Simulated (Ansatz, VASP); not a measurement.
# Two plane-wave programs on KCl

```
CELL_PARAMETERS angstrom
0.00000 3.14647 3.14647
3.14647 0.00000 3.14647
3.14647 3.14647 0.00000
ATOMIC_POSITIONS crystal
K 0.00000 0.00000 0.00000
Cl 0.50000 0.50000 0.50000
```

Alike in both runs: task single point; functional PBE-based global hybrid with a share of 0.5 of exact exchange; k mesh 4 × 4 × 4; occupations fermi-dirac, width 0.05 eV; no spin polarisation.

|  | VASP | Ansatz |
| --- | --- | --- |
| version | VASP 6.6.1 | Ansatz 0.2.0 |
| potentials or method | VASP PAW PBE potentials, release 64 (K_sv, Cl) | Ansatz PAW |
| plane-wave cutoff (eV) | 520 | 420 |
| valence electrons in the cell | 16 | 16 |

Ansatz gave:

* gap on the k mesh at the Fermi level (eV): 9.34
* least direct gap on the mesh (eV): 9.34
* pressure (GPa): 0.1

Problem. Which values does VASP return?

Solution. gap on the k mesh at the Fermi level (eV): 9.36; least direct gap on the mesh (eV): 9.36; pressure (GPa): 0.0.

VASP's potentials were made for PBE, not for PBE-based global hybrid. With one functional, cell and mesh, what is left measures potentials, basis and numerics.

The k mesh is coarse, so the values compare programs but aren't converged.
